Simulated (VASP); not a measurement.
A run of VASP 6.6.1 is set up as follows.

Contents of INCAR:

```
SYSTEM = NaCl
PREC = Accurate
ENCUT = 520
EDIFF = 1E-7
ISMEAR = -1
SIGMA = 0.03
LREAL = .FALSE.
LASPH = .TRUE.
NELM = 80
ALGO = Normal
ISIF = 2
LWAVE = .FALSE.
LCHARG = .TRUE.
GGA = PS
LELF = .TRUE.
LVHAR = .TRUE.
NBANDS = 14
```

Contents of KPOINTS:

```
regular mesh
0
G
  8 8 8
  0 0 0
```

The input POSCAR:

```
NaCl
1.0
    0.0000000000      2.8000643863      2.8000643863
    2.8000643863      0.0000000000      2.8000643863
    2.8000643863      2.8000643863      0.0000000000
Na Cl
1 1
Direct
    0.0000000000      0.0000000000      0.0000000000
    0.5000000000      0.5000000000      0.5000000000
```

Potentials or basis: VASP PAW PBE potentials, release 64 (Na_pv, Cl).

Launch:

```console
$ cat potpaw_PBE.64/Na_pv/POTCAR potpaw_PBE.64/Cl/POTCAR > POTCAR
$ mpirun -np 1 vasp_std > vasp.out
```

Q: What does it give for the band gap on the k mesh?

A: 5.01 eV, direct.

Q: Predict the pressure.

A: 0.0 GPa.

Caveat: the PAW data sets were made with another functional, which shifts forces and pressure a little.
